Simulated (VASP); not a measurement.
CoSn, 12 atoms in the cell. It takes space group P6/mmm (No. 191, hexagonal). The conventional cell has a = 5.220 Å, b = 5.220 Å, c = 4.168 Å, α = 90.00°, β = 90.00°, γ = 120.00°. Co (site symmetry mmm) has 6 Sn at 2.57 to 2.61 Å and 4 Co at 2.61 Å within 3.4 Å. Within 3.4 Å of Sn (site symmetry -6m2) lie 6 Co at 2.57 Å and 3 Sn at 3.01 Å. Within 3.4 Å of Sn (site symmetry 6/mmm) lie 6 Co at 2.61 Å. 

| Quantity | Value |
| --- | --- |
| Program | VASP 6.6.1 |
| Task | single point |
| Functional | PBEsol |
| Potentials or basis | VASP PAW PBE potentials, release 64 (Co, Sn_d) |
| Cutoff | 520 eV |
| k mesh | 12 × 12 × 6 |
| Occupations | gaussian, width 0.1 eV |
| Spin | no spin polarisation |
| Dipole correction | no |
| Further INCAR settings | ALGO = Fast; EDIFF = 1e-06; NBANDS = 81 |

Potentials or basis: VASP PAW PBE potentials, release 64 (Co, Sn_d).

Run with:

```sh
$ cat potpaw_PBE.64/Co/POTCAR potpaw_PBE.64/Sn_d/POTCAR > POTCAR
$ mpirun -np 1 vasp_std > vasp.out
```

Hardware: 1 thread of Oxide Virtual Turin-like Processor, with other jobs on the host.

Task: Estimate the wall time of this run.

Result: It took 40 min on 1 thread of Oxide Virtual Turin-like Processor, on a shared host, peak memory 0.88 GiB. Counts: scf iterations 18, k points 76.
